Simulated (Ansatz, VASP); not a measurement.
## CsCl in VASP and in Ansatz

File POSCAR:

```
CsCl
1.0
    4.1230000000      0.0000000000      0.0000000000
    0.0000000000      4.1230000000      0.0000000000
    0.0000000000      0.0000000000      4.1230000000
Cs Cl
1 1
Direct
    0.0000000000      0.0000000000      0.0000000000
    0.5000000000      0.5000000000      0.5000000000
```

File INCAR.step1:

```
ALGO = Normal ; EDIFF = 1E-5
EDIFFG = -0.005 ; ENCUT = 550
GGA = PE ; GGA_COMPAT = F
IBRION = 2 ; ISIF = 3
ISMEAR = 0 ; LASPH = T
LCHARG = F ; LREAL = F
LWAVE = T ; NELM = 120
NELMIN = 4 ; NSW = 100
PREC = Accurate ; SIGMA = 0.02
```

INCAR.step2

```
ALGO = Normal ; EDIFF = 1E-7
EDIFFG = -0.005 ; ENCUT = 550
GGA_COMPAT = F ; IBRION = 2
ISIF = 3 ; ISMEAR = 0
ISTART = 1 ; LASPH = T
LCHARG = F ; LMIXTAU = T
LREAL = F ; LWAVE = F
METAGGA = R2SCAN ; NELM = 120
NELMIN = 4 ; NSW = 100
PREC = Accurate ; SIGMA = 0.02
```

KPOINTS

```
k-points
0
Gamma
  6 6 6
```

Input for Ansatz:

```yaml
crystal:
  lattice:
    - [4.123, 0.0, 0.0]
    - [0.0, 4.123, 0.0]
    - [0.0, 0.0, 4.123]
  atoms:
    - { symbol: Cs, position: [0.0, 0.0, 0.0] }
    - { symbol: Cl, position: [0.5, 0.5, 0.5] }
basis:
  ecutwfc: 500
kpoints:
  mp_grid: { grid: [6, 6, 6] }
hamiltonian:
  xc: r2scan
scf:
  occupations: { method: gaussian, width: 0.02 }
output:
  forces: true
  stress: true
  eigenvalues: true
relax:
  adjacent_minimum: "off"
  f_tol: 0.005
  max_steps: 80
  cell: { stress_tol: 0.05 }
```

Alike in both runs: task relaxation of cell and atoms; functional r2SCAN; k mesh 6 × 6 × 6; occupations gaussian, width 0.02 eV; no spin polarisation.

|  | VASP | Ansatz |
| --- | --- | --- |
| version | VASP 6.6.1 | Ansatz 0.2.0 |
| potentials or method | VASP PAW PBE potentials, release 64 (Cs_sv, Cl), cutoff 550 eV | scalar-relativistic, plane waves, PAW |
| valence electrons in the cell | 16 | 16 |

```tsv
	VASP	Ansatz	Ansatz less VASP
gap on the k mesh at the Fermi level, each at its own relaxed structure (eV)	5.91	5.91	+0.002
relaxed volume (Å³/atom)	35.56	35.48	-0.072
relaxed cell length with the largest relative difference (Å)	4.143	4.140	-0.0028
```

VASP's potentials were made for PBE, not for r2SCAN.

Spin-orbit coupling is off throughout.
